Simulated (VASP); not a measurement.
LiHf8O16 (a cell with a defect), 25 atoms in the cell. The cell holds a defect, 25 atoms: a = 7.192 Å, b = 7.352 Å, c = 7.330 Å, α = 58.66°, β = 60.82°, γ = 60.52°. 

* Program: VASP 6.6.1
* Task: single point
* Functional: PBE
* Potentials or basis: VASP PAW PBE potentials, release 64 (Hf_pv, O, Li_sv)
* Cutoff: 520 eV
* k mesh: 1 × 1 × 1, shifted
* Occupations: fermi-dirac, width 0.01 eV
* Spin: no spin polarisation
* Dipole correction: no
* Charge: 1
* Further INCAR settings: LREAL = Auto; ALGO = Normal; EDIFF = 1e-07; NBANDS = 108; NELECT = 178.0

Potentials or basis: VASP PAW PBE potentials, release 64 (Hf_pv, O, Li_sv).

Launch:

```console
$ cat potpaw_PBE.64/Hf_pv/POTCAR potpaw_PBE.64/O/POTCAR potpaw_PBE.64/Li_sv/POTCAR > POTCAR
$ mpirun -np 1 vasp_std > vasp.out
```

Hardware: 1 thread of Intel(R) Xeon(R) Platinum 8488C (Sapphire Rapids), with other jobs on the host.

Task: Estimate the wall time of this run.

Result: Wall time 4.1 min on 1 thread of Intel(R) Xeon(R) Platinum 8488C (Sapphire Rapids) (shared host), peak memory 0.45 GiB. Counts: scf iterations 18, k points 4.
